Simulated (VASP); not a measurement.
# Co12C: single point with PBE

Co12C, a slab with vacuum:

```
CELL_PARAMETERS angstrom
4.98754 0.00000 0.00000
-2.49377 4.31933 0.00000
0.00000 0.00000 23.03307
ATOMIC_POSITIONS crystal
Co 0.16667 0.33333 0.36903
Co 0.16667 0.83333 0.36903
Co 0.66667 0.33333 0.36903
Co 0.66667 0.83333 0.36903
Co 0.33304 0.16652 0.45414
Co 0.33333 0.66667 0.45238
Co 0.83348 0.16652 0.45414
Co 0.83348 0.66696 0.45414
Co 0.17089 0.34177 0.54310
Co 0.17089 0.82911 0.54310
Co 0.66667 0.33333 0.53891
Co 0.65823 0.82911 0.54310
C 0.00000 0.00000 0.58628
```

* Program: VASP 6.6.1
* Task: single point
* Functional: PBE
* Potentials or basis: VASP PAW PBE potentials, release 64 (Co, C)
* Cutoff: 520 eV
* k mesh: 6 × 6 × 1
* Occupations: gaussian, width 0.1 eV
* Spin: collinear spin, ferromagnetic start
* Starting moments: [2.0, 2.0, 2.0, 2.0, 1.97, 1.97, 1.97, 1.97, 2.0, 2.0, 2.0, 2.0, 2.0] μB

The largest force is 0.106 eV/Å and the net moment is 18.38 μB per cell. The site moments are Co +1.71, +1.72, +1.73, +1.66, +1.04, +1.86 (each value once); C -0.10 μB and the valence electrons inside the program's atomic spheres are Co 8.14, 8.28, 8.29, 8.42, 8.10 (each value once); C 2.33.

Forces on the atoms (eV/Å):
```
Co   0.000 -0.008  0.014
Co  -0.007  0.004  0.014
Co   0.000  0.000  0.096
Co   0.007  0.004  0.014
Co   0.002  0.001  0.001
Co   0.000  0.000 -0.016
Co  -0.002  0.001  0.001
Co   0.000 -0.002  0.001
Co   0.000  0.078 -0.070
Co   0.067 -0.039 -0.070
Co   0.000  0.000 -0.022
Co  -0.067 -0.039 -0.070
C    0.000  0.000  0.106
```

Levels at points of the mesh, in eV from the Fermi level:
Spin up:
```csv
k point,band 62,band 63,band 64,band 65,band 66,band 67,band 68,band 69
"(0.00, 0.00, 0.00)",-0.50,-0.36,-0.30,0.13,0.58,0.58,1.28,1.47
"(0.50, 0.00, 0.00)",-0.80,-0.78,-0.63,-0.33,0.42,0.93,1.15,1.52
```
Spin down:
| k point | band 44 | band 45 | band 46 | band 47 | band 48 | band 49 | band 50 | band 51 |
| --- | --- | --- | --- | --- | --- | --- | --- | --- |
| (0.00, 0.00, 0.00) | 0.07 | 0.07 | 0.23 | 0.23 | 0.41 | 0.53 | 0.53 | 0.80 |
| (0.50, 0.00, 0.00) | -0.35 | -0.26 | -0.18 | -0.15 | -0.03 | 0.10 | 0.15 | 0.25 |

It took 24 min on 1 thread of Intel(R) Xeon(R) 6975P-C (Granite Rapids) (shared host), peak memory 1 GiB.
